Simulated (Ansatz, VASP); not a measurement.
LiSiS3 in VASP and in Ansatz

```
Li Si S
1.0
     6.32227    0.00000    0.00000
    -3.16113    5.47524    0.00000
     0.00000    0.00000    5.87167
Li Si S
2 2 6
Direct
  0.33333 0.66667 0.75000
  0.66667 0.33333 0.25000
  0.00000 0.00000 0.00000
  0.00000 0.00000 0.50000
  0.83976 0.67951 0.75000
  0.32049 0.16024 0.75000
  0.83976 0.16024 0.75000
  0.16024 0.32049 0.25000
  0.67951 0.83976 0.25000
  0.16024 0.83976 0.25000
```

Alike in both runs: functional PBE; k mesh 6 × 6 × 6; occupations gaussian, width 0.1 eV; no spin polarisation.

Ansatz relaxed the structure, and its values are those at the end. VASP's run is a single point on that final structure, the one shown.

```csv
,VASP,Ansatz
version,VASP 6.6.1,Ansatz 0.2.0
potentials or method,"VASP PAW PBE potentials, release 64 (Li_sv, Si, S), cutoff 750 eV","scalar-relativistic, plane waves, PAW"
valence electrons in the cell,50,50
```

|  | VASP | Ansatz | Ansatz less VASP |
| --- | --- | --- | --- |
| gap on the k mesh at the Fermi level (eV) | none | none | - |
| pressure (GPa) | -0.1 | 0.0 | +0.13 |
| rms of the force components (eV/Å) | 0.012 | 0.003 | -0.0091 |

A gap of «none» marks a metal or a gap that the smearing closes. The functional is the same, so the differences come from potentials, cutoffs and numerics.
